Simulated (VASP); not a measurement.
**BiTe: single point with LDA**

Crystal: BiTe.

```
CELL_PARAMETERS angstrom
0.00000 3.17502 3.17502
3.17502 0.00000 3.17502
3.17502 3.17502 0.00000
ATOMIC_POSITIONS crystal
Bi 0.00000 0.00000 0.00000
Te 0.50000 0.50000 0.50000
```

- Program: VASP 6.6.1
- Task: single point
- Functional: LDA
- Potentials or basis: VASP PAW LDA potentials, release 64 (Bi_d, Te)
- Cutoff: 520 eV
- k mesh: 11 × 11 × 11
- Occupations: fermi-dirac, width 0.05 eV
- Spin: no spin polarisation

- Pressure: 0.1 GPa
- Band gap on the k mesh: zero (an odd number of electrons rules out a gap without spin polarisation)

Levels at points of the mesh, in eV from the Fermi level:
```
           k point  band 7  band 8  band 9  band 10  band 11  band 12  band 13  band 14
(0.00, 0.00, 0.00)   -7.93   -2.66   -2.66    -2.66     2.26     2.26     2.26     4.62
```

It took 53 s on 1 thread of Intel Xeon 6975P-C, on a shared host, peak memory 0.21 GiB.

Caveat: spin-orbit coupling is left out, which moves the levels of the heavy elements; an odd number of electrons without spin polarisation forces a metal; a magnetic or distorted state may lie lower.
